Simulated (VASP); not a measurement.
# Cu (Pm-3m) in VASP: notebook

The runs below take Cu through single point, relaxation of cell and atoms, with PBE.

Program: VASP 6.6.1. These are calculated values, not measurements. Logs are shortened: lines on timing, memory, paths and dates and some standing lists are left out, and cuts for length are marked.

## 1. The cell of the first run

Symmetry: Pm-3m, No. 221, cubic system. The conventional cell has a = 2.187 Å, b = 2.187 Å, c = 2.187 Å, α = 90.00°, β = 90.00°, γ = 90.00°. Within 2.9 Å of Cu (site symmetry m-3m) lie 6 Cu at 2.19 Å.

## 2. Single point, PBE

INCAR

```
PREC     = Accurate       # precision mode
ENCUT    = 520            # plane-wave cutoff, eV
EDIFF    = 1E-7           # SCF threshold, eV
ISMEAR   = -1             # smearing method
SIGMA    = 0.05           # smearing width, eV
LREAL    = False          # projectors in reciprocal space
LASPH    = True           # aspherical terms in the spheres
NELM     = 80             # most SCF steps
ALGO     = Normal         # electronic algorithm
ISIF     = 2              # what is computed and relaxed
LWAVE    = False          # write WAVECAR
LCHARG   = False          # write CHGCAR
GGA      = PE             # functional
NBANDS   = 12             # bands
```

KPOINTS

```
regular mesh
0
Gamma
  18 18 18
```

POSCAR

```
Cu
1.0
    2.1866465756      0.0000000000      0.0000000000
    0.0000000000      2.1866465756      0.0000000000
    0.0000000000      0.0000000000      2.1866465756
Cu
1
Direct
    0.0000000000      0.0000000000      0.0000000000
```

Potentials or basis: VASP PAW PBE potentials, release 64 (Cu).

On the command line:

```
$ cat potpaw_PBE.64/Cu/POTCAR > POTCAR
$ mpirun -np 1 vasp_std > vasp.out
```

OUTCAR:

```text
PREC = Accurate
   ENCUT = 520
   EDIFF = 1E-7
   ISMEAR = -1
   LREAL = False
   LASPH = True
   NELM = 80
   ISIF = 2
   GGA = PE

 ion  position               nearest neighbor table
   1  0.000  0.000  0.000-

  LATTYP: Found a simple cubic cell.
 ALAT       =     2.1866465756

  Lattice vectors:

 A1 = (   2.1866465756,   0.0000000000,   0.0000000000)
 A2 = (   0.0000000000,   2.1866465756,   0.0000000000)
 A3 = (   0.0000000000,   0.0000000000,   2.1866465756)

Analysis of symmetry for initial positions (statically):
=====================================================================
 Subroutine PRICEL returns:
 Original cell was already a primitive cell.

 Routine SETGRP: Setting up the symmetry group for a
 simple cubic supercell.

 Subroutine GETGRP returns: Found 48 space group operations
 (whereof 48 operations were pure point group operations)
 out of a pool of 48 trial point group operations.

The static configuration has the point symmetry O_h .

Analysis of symmetry for dynamics (positions and initial velocities):
=====================================================================
 Subroutine PRICEL returns:
 Original cell was already a primitive cell.

 Routine SETGRP: Setting up the symmetry group for a
 simple cubic supercell.

 Subroutine GETGRP returns: Found 48 space group operations
 (whereof 48 operations were pure point group operations)
 out of a pool of 48 trial point group operations.

The dynamic configuration has the point symmetry O_h .

 Subroutine INISYM returns: Found 48 space group operations
 (whereof 48 operations are pure point group operations),
 and found     1 'primitive' translations

----------------------------------------------------------------------------------------

                                     Primitive cell

  volume of cell :      10.4553

  direct lattice vectors                    reciprocal lattice vectors
     2.186646576  0.000000000  0.000000000     0.457321275  0.000000000  0.000000000
     0.000000000  2.186646576  0.000000000     0.000000000  0.457321275  0.000000000
     0.000000000  0.000000000  2.186646576     0.000000000  0.000000000  0.457321275

  length of vectors
     2.186646576  2.186646576  2.186646576     0.457321275  0.457321275  0.457321275

  position of ions in fractional coordinates (direct lattice)
[... 75 lines left out ...]
   ENCUT  =  520.0 eV  38.22 Ry    6.18 a.u.   4.07  4.07  4.07*2*pi/ulx,y,z
   NELM   =     80;   NELMIN=  2; NELMDL= -5     # of ELM steps
   EDIFF  = 0.1E-06   stopping-criterion for ELM
   LREAL  =      F    real-space projection
   EDIFFG = 0.1E-05   stopping-criterion for IOM
   NSW    =      0    number of steps for IOM
   IBRION =     -1    ionic relax: 0-MD 1-quasi-New 2-CG
   NFREE  =      0    steps in history (QN), initial steepest desc. (CG)
   ISIF   =      2    stress and relaxation
   ISYM   =      2    0-nonsym 1-usesym 2-fastsym
   POTIM  = 0.5000    time-step for ionic-motion
   TEBEG  =    0.0;   TEEND  =   0.0 temperature during run
   PSTRESS=    0.0 pullay stress
   NELECT =      11.0000    total number of electrons
   NUPDOWN=      -1.0000    fix difference up-down
   EMIN   =  10.00;   EMAX   =-10.00  energy-range for DOS
   EFERMI =   0.00;   METHOD = LEGACY
   ISMEAR =    -1;   SIGMA  =   0.05  broadening in eV -4-tet -1-fermi 0-gaus
   EFERMI_NEDOS =   21; number of points for ismear=-14 and -15
   IALGO  =     38    algorithm
   IMIX   =      4    mixing-type and parameters
     AMIX     =   0.40;   BMIX     =  1.00
     AMIX_MAG =   1.60;   BMIX_MAG =  1.00
  volume/ion in A,a.u.               =      10.46        70.56
  Fermi-wavevector in a.u.,A,eV,Ry     =   1.665049  3.146487 37.720651  2.772390
  Thomas-Fermi vector in A             =   2.751487
   LORBIT       =      0    0 simple, 1 ext, 2 COOP (PROOUT), +10 PAW based schemes
   GGA     = PE    functional components
   LHFCALC =     F    Hartree Fock is set to
   AEXX    =    0.0000 exact exchange contribution
   IVDW    =     0    specifies the selected vdW correction
   LEPSILON=     F    determine dielectric tensor
   LRPA    =     F    only Hartree local field effects (RPA)
 non-spin polarized calculation
  energy-cutoff  :      520.00
  volume of cell :       10.46
 maximum number of plane-waves:       300
   NGX =  9   NGY =  9   NGZ =  9

 number of electron      10.9999962 magnetization

 Free energy of the ion-electron system (eV)
  ---------------------------------------------------
  ext. energy  EPLUGINS =         0.00000000
  ---------------------------------------------------
  free energy    TOTEN  =        -2.76485382 eV

  energy without entropy =       -2.76234064  energy(sigma->0) =       -2.76359723

 E-fermi :   9.0976     XC(G=0): -13.3531

 val. band max:        9.0954721346   @ k =   0.4444   0.1667   0.1111
 cond. band min:       9.1593590507   @ k =   0.5000   0.1667   0.0556
 fundamental gap:      0.0638869160
 Fermi energy:         9.0976077237

 k-point     1 :       0.0000    0.0000    0.0000
  band No.  band energies     occupation
      1      -1.0064      2.00000
      2       3.8642      2.00000
      3       3.8642      2.00000
      4       7.6460      2.00000
      5       7.6460      2.00000
      6       7.6460      2.00000
      7      29.9269      0.00000
      8      29.9269      0.00000
      9      29.9269      0.00000
     10      33.8997      0.00000
     11      33.8997      0.00000
     12      39.1738      0.00000
[... 331 lines left out ...]
 k-point    24 :       0.3333    0.1111    0.0000
  band No.  band energies     occupation
      1       2.4869      2.00000
      2       4.3893      2.00000
      3       5.2952      2.00000
      4       6.7515      2.00000
      5       6.8537      2.00000
      6       7.5891      2.00000
      7      16.4217      0.00000
      8      29.4770      0.00000
      9      34.9776      0.00000
     10      36.1544      0.00000
     11      38.5455      0.00000
     12      43.1917      0.00000

 [... further k-points ...]
[... 5 lines left out ...]
  --------------------------------------------------------------------------------------
  -------------------------------------------------------------------------------------
  Total        3.9470836      3.9470836      3.9470836     -0.0000000     -0.0000000      0.0000000
  in kB      604.8547975    604.8547975    604.8547975     -0.0000000     -0.0000000      0.0000000
  external PRESSURE =     604.8547975 kB  Pullay stress =       0.0000000 kB

 VOLUME and BASIS-vectors are now :
 -----------------------------------------------------------------------------
  energy-cutoff  :      520.00
  volume of cell :       10.46
      direct lattice vectors                 reciprocal lattice vectors
     2.186646576  0.000000000  0.000000000     0.457321275  0.000000000  0.000000000
     0.000000000  2.186646576  0.000000000     0.000000000  0.457321275  0.000000000
     0.000000000  0.000000000  2.186646576     0.000000000  0.000000000  0.457321275

 POSITION                                       TOTAL-FORCE (eV/Angst)
 -----------------------------------------------------------------------------------
      0.00000      0.00000      0.00000         0.000000      0.000000      0.000000
 -----------------------------------------------------------------------------------
    total drift:                                0.000000      0.000000      0.000000

  FREE ENERGIE OF THE ION-ELECTRON SYSTEM (eV)
  ---------------------------------------------------
  free  energy   TOTEN  =        -2.7648538158 eV

  energy  without entropy=       -2.7623406445  energy(sigma->0) =       -2.76359723
```

stdout:

```text
POSCAR found type information on POSCAR Cu
 POSCAR found :  1 types and       1 ions
 scaLAPACK will be used
 LDA part: xc-table for (Slater+PW92), standard interpolation
 POSCAR, INCAR and KPOINTS ok, starting setup
 FFT: planning ... GRIDC
 FFT: planning ... GRID_SOFT
 FFT: planning ... GRID
 WAVECAR not read
 entering main loop
```

It took 7.2 s on 1 thread of Intel Xeon Platinum 8488C (Sapphire Rapids), shared host; peak memory 0.13 GiB.

Results:

| Property | Result |
| --- | --- |
| Free energy | -2.7649 eV |
| Pressure | 60.5 GPa |

## 3. Single point, PBE

INCAR

```
SYSTEM = Cu
ALGO = Normal
EDIFF = 1E-6
ENCUT = 520
GGA = PE
ISIF = 2
ISMEAR = -1
LASPH = .True.
LCHARG = .False.
LREAL = .False.
LWAVE = .False.
NBANDS = 12
NELM = 80
PREC = Accurate
SIGMA = 0.05
```

KPOINTS

```
k-points
0
Gamma
  18 18 18
  0 0 0
```

POSCAR

```
Cu
1.0
    2.1871157303      0.0000000000      0.0000000000
    0.0000000000      2.1871157303      0.0000000000
    0.0000000000      0.0000000000      2.1871157303
Cu
1
Direct
    0.0000000000      0.0000000000      0.0000000000
```

Potentials or basis: VASP PAW PBE potentials, release 64 (Cu).

On the command line:

```
$ cat potpaw_PBE.64/Cu/POTCAR > POTCAR
$ mpirun -np 1 vasp_std > vasp.out
```

OUTCAR:

```text
SYSTEM = Cu
   EDIFF = 1E-6
   ENCUT = 520
   GGA = PE
   ISIF = 2
   ISMEAR = -1
   LASPH = .True.
   LREAL = .False.
   NELM = 80
   PREC = Accurate

 ion  position               nearest neighbor table
   1  0.000  0.000  0.000-

  LATTYP: Found a simple cubic cell.
 ALAT       =     2.1871157303

  Lattice vectors:

 A1 = (   2.1871157303,   0.0000000000,   0.0000000000)
 A2 = (   0.0000000000,   2.1871157303,   0.0000000000)
 A3 = (   0.0000000000,   0.0000000000,   2.1871157303)

Analysis of symmetry for initial positions (statically):
=====================================================================
 Subroutine PRICEL returns:
 Original cell was already a primitive cell.

 Routine SETGRP: Setting up the symmetry group for a
 simple cubic supercell.

 Subroutine GETGRP returns: Found 48 space group operations
 (whereof 48 operations were pure point group operations)
 out of a pool of 48 trial point group operations.

The static configuration has the point symmetry O_h .

Analysis of symmetry for dynamics (positions and initial velocities):
=====================================================================
[... 159 lines left out ...]
 fundamental gap:      0.0644306298
 Fermi energy:         9.0882479344

 k-point     1 :       0.0000    0.0000    0.0000
  band No.  band energies     occupation
      1      -1.0103      2.00000
      2       3.8587      2.00000
      3       3.8587      2.00000
      4       7.6368      2.00000
      5       7.6368      2.00000
      6       7.6368      2.00000
      7      29.9099      0.00000
      8      29.9099      0.00000
      9      29.9099      0.00000
     10      33.8810      0.00000
     11      33.8810      0.00000
     12      39.1516      0.00000
[... 331 lines left out ...]
 k-point    24 :       0.3333    0.1111    0.0000
  band No.  band energies     occupation
      1       2.4815      2.00000
      2       4.3832      2.00000
      3       5.2886      2.00000
      4       6.7433      2.00000
      5       6.8454      2.00000
      6       7.5801      2.00000
      7      16.4088      0.00000
      8      29.4601      0.00000
      9      34.9579      0.00000
     10      36.1368      0.00000
     11      38.5248      0.00000
     12      43.1696      0.00000

 [... further k-points ...]
[... 5 lines left out ...]
  --------------------------------------------------------------------------------------
  -------------------------------------------------------------------------------------
  Total        3.9397755      3.9397755      3.9397755      0.0000000     -0.0000000      0.0000000
  in kB      603.3464511    603.3464511    603.3464511      0.0000000     -0.0000000      0.0000000
  external PRESSURE =     603.3464511 kB  Pullay stress =       0.0000000 kB

 VOLUME and BASIS-vectors are now :
 -----------------------------------------------------------------------------
  energy-cutoff  :      520.00
  volume of cell :       10.46
      direct lattice vectors                 reciprocal lattice vectors
     2.187115730  0.000000000  0.000000000     0.457223176  0.000000000  0.000000000
     0.000000000  2.187115730  0.000000000     0.000000000  0.457223176  0.000000000
     0.000000000  0.000000000  2.187115730     0.000000000  0.000000000  0.457223176

 POSITION                                       TOTAL-FORCE (eV/Angst)
 -----------------------------------------------------------------------------------
      0.00000      0.00000      0.00000         0.000000      0.000000      0.000000
 -----------------------------------------------------------------------------------
    total drift:                               -0.000000     -0.000000      0.000000

  FREE ENERGIE OF THE ION-ELECTRON SYSTEM (eV)
  ---------------------------------------------------
  free  energy   TOTEN  =        -2.7673959956 eV

  energy  without entropy=       -2.7648820038  energy(sigma->0) =       -2.76613900
```

stdout:

```text
POSCAR found type information on POSCAR Cu
 POSCAR found :  1 types and       1 ions
 scaLAPACK will be used
 LDA part: xc-table for (Slater+PW92), standard interpolation
 POSCAR, INCAR and KPOINTS ok, starting setup
 FFT: planning ... GRIDC
 FFT: planning ... GRID_SOFT
 FFT: planning ... GRID
 WAVECAR not read
 entering main loop
```

Wall time 6.8 s (1 thread of Intel Xeon Platinum 8488C (Sapphire Rapids), shared host); peak memory 0.13 GiB.

Results:

- Free energy: -2.7674 eV
- Pressure: 60.3 GPa

## 4. Relaxation of cell and atoms, PBE, target pressure 60 GPa, at which the enthalpy is minimised

This run uses another cell than the first one, of 9.91 Å³/atom, 0.947 times its volume.

INCAR

```
SYSTEM = Cu
ALGO     = Normal         ! electronic algorithm
EDIFF    = 1E-6           ! SCF threshold, eV
EDIFFG   = -0.005         ! ionic threshold
ENCUT    = 600            ! plane-wave cutoff, eV
GGA      = PE             ! functional
IBRION   = 2              ! ionic algorithm
ISIF     = 3              ! what is computed and relaxed
ISMEAR   = -1             ! smearing method
LASPH    = .TRUE.         ! aspherical terms in the spheres
LCHARG   = .FALSE.        ! write CHGCAR
LREAL    = .FALSE.        ! projectors in reciprocal space
LWAVE    = .FALSE.        ! write WAVECAR
NELM     = 60             ! most SCF steps
NSW      = 60             ! ionic steps
PREC     = Accurate       ! precision mode
PSTRESS  = 600.0        
SIGMA    = 0.05           ! smearing width, eV
```

KPOINTS

```
k-points
0
G
  18 18 18
  0 0 0
```

POSCAR

```
Cu
1.0
    2.1476162511      0.0000000000      0.0000000000
    0.0000000000      2.1476162511      0.0000000000
    0.0000000000      0.0000000000      2.1476162511
Cu
1
Direct
    0.0000000000      0.0000000000      0.0000000000
```

On the command line:

```
$ cat potpaw_PBE.64/Cu/POTCAR > POTCAR
$ mpirun -np 1 vasp_std > vasp.out
```

It took 30 s on 1 thread of Intel Xeon Platinum 8488C (Sapphire Rapids), shared host; peak memory 0.14 GiB.

The run converged. Its results:

```yaml
Free_energy: -2.7714 eV
Relaxed_volume: 10.47 Å³/atom
Relaxed_cell: a = 2.188 Å, b = 2.188 Å, c = 2.188 Å, α = 90.00°, β = 90.00°, γ = 90.00°
Space_group_after_relaxing_to_0.05_Å: Pm-3m (No. 221)
Energy_change_on_relaxing_the_enthalpy_is_what_falls: -249.4 meV/atom
Ionic_steps: 4
Pressure_after_relaxing: 60.0 GPa
```

The path:
```tsv
step	energy change (eV)	largest force (eV/Å)	pressure (GPa)	volume (Å³)
1	0.0000	0.0000	82.03	9.91
2	-0.6218	0.0000	22.99	11.99
3	-0.2601	0.0000	58.96	10.50
4	-0.2494	0.0000	59.97	10.47
```

Final structure:
```
Cu
1.0
     2.18783    0.00000    0.00000
     0.00000    2.18783    0.00000
     0.00000    0.00000    2.18783
Cu
1
Direct
  0.00000 0.00000 0.00000
```

Levels at points of the mesh, in eV from the Fermi level:
| k point | band 3 | band 4 | band 5 | band 6 | band 7 | band 8 |
| --- | --- | --- | --- | --- | --- | --- |
| (0.00, 0.00, 0.00) | -5.22 | -1.45 | -1.45 | -1.45 | 20.81 | 20.81 |
| (0.50, 0.00, 0.00) | -2.65 | -2.65 | -2.38 | -1.35 | 3.15 | 25.98 |
| (0.50, 0.50, 0.00) | -2.40 | -2.40 | -0.63 | 4.78 | 4.78 | 11.39 |
| (0.50, 0.50, 0.50) | -4.83 | -0.57 | -0.57 | 12.37 | 12.37 | 12.37 |

Caveat: the cell is relaxed towards a set pressure, so the enthalpy falls and the energy may rise.

## 5. Relaxation of cell and atoms, PBE, target pressure 60 GPa, at which the enthalpy is minimised

INCAR

```
PREC     = Accurate       # precision mode
ENCUT    = 600            # plane-wave cutoff, eV
EDIFF    = 1E-6           # SCF threshold, eV
ISMEAR   = -1             # smearing method
SIGMA    = 0.05           # smearing width, eV
LREAL    = F              # projectors in reciprocal space
LASPH    = T              # aspherical terms in the spheres
NELM     = 80             # most SCF steps
ALGO     = Normal         # electronic algorithm
ISIF     = 3              # what is computed and relaxed
LWAVE    = F              # write WAVECAR
LCHARG   = F              # write CHGCAR
GGA      = PE             # functional
IBRION   = 2              # ionic algorithm
NSW      = 32             # ionic steps
EDIFFG   = -0.005         # ionic threshold
PSTRESS  = 600.0
```

KPOINTS

```
regular mesh
0
Gamma
  18 18 18
```

POSCAR

```
Cu
1.0
    2.1866465756      0.0000000000      0.0000000000
    0.0000000000      2.1866465756      0.0000000000
    0.0000000000      0.0000000000      2.1866465756
Cu
1
Direct
    0.0000000000      0.0000000000      0.0000000000
```

On the command line:

```
$ cat potpaw_PBE.64/Cu/POTCAR > POTCAR
$ mpirun -np 1 vasp_std > vasp.out
```

Wall time 20 s (1 thread of Intel Xeon Platinum 8488C (Sapphire Rapids), shared host); peak memory 0.14 GiB.

It converged, with:

| Quantity | Value |
| --- | --- |
| Free energy | -2.7707 eV |
| Relaxed volume | 10.47 Å³/atom |
| Relaxed cell | a = 2.188 Å, b = 2.188 Å, c = 2.188 Å, α = 90.00°, β = 90.00°, γ = 90.00° |
| Space group after relaxing (to 0.05 Å) | Pm-3m (No. 221) |
| Energy change on relaxing (the enthalpy is what falls) | -5.6 meV/atom |
| Ionic steps | 3 |
| Pressure after relaxing | 60.0 GPa |

Step by step:
| step | energy change (eV) | largest force (eV/Å) | pressure (GPa) | volume (Å³) |
| --- | --- | --- | --- | --- |
| 1 | 0.0000 | 0.0000 | 60.64 | 10.46 |
| 2 | -0.0235 | 0.0000 | 58.59 | 10.52 |
| 3 | -0.0056 | 0.0000 | 59.98 | 10.47 |

Final structure:
```yaml
crystal:
  lattice:
    - [2.18769, 0.00000, 0.00000]
    - [0.00000, 2.18769, 0.00000]
    - [0.00000, 0.00000, 2.18769]
  atoms:
    - { symbol: Cu, position: [0.00000, 0.00000, 0.00000] }
```

Levels at points of the mesh, in eV from the Fermi level:
| k point | band 2 | band 3 | band 4 | band 5 | band 6 | band 7 | band 8 | band 9 |
| --- | --- | --- | --- | --- | --- | --- | --- | --- |
| (0.00, 0.00, 0.00) | -5.22 | -5.22 | -1.45 | -1.45 | -1.45 | 20.81 | 20.81 | 20.81 |
| (0.50, 0.00, 0.00) | -4.73 | -2.65 | -2.65 | -2.38 | -1.35 | 3.16 | 25.98 | 28.73 |
| (0.50, 0.50, 0.00) | -4.30 | -2.40 | -2.40 | -0.63 | 4.78 | 4.78 | 11.39 | 12.06 |
| (0.50, 0.50, 0.50) | -4.84 | -4.84 | -0.57 | -0.57 | 12.37 | 12.37 | 12.37 | 14.07 |

Caveat: the cell is relaxed towards a set pressure, so the enthalpy falls and the energy may rise.

## 6. The runs side by side

| task | cell | cutoff (eV) | gap on the mesh (eV) | pressure (GPa) |
| --- | --- | --- | --- | --- |
| single point | a = 2.187 Å, 1 atom | 520 | none | 60.3 |
| relaxation of cell and atoms | relaxed to 60 GPa from a = 2.148 Å, 1 atom | 600 | none | 60.0 |
| relaxation of cell and atoms | relaxed to 60 GPa from a = 2.187 Å, 1 atom | 600 | none | 60.0 |

Alike in all rows: level PBE; potentials or basis VASP PAW PBE potentials, release 64 (Cu); no spin polarisation; k mesh 18 × 18 × 18; smearing fermi-dirac 0.05 eV.

Caveats: the cell is relaxed towards a set pressure, so the enthalpy falls and the energy may rise (some runs).

Absolute energies hang on the potentials; compare differences alone.
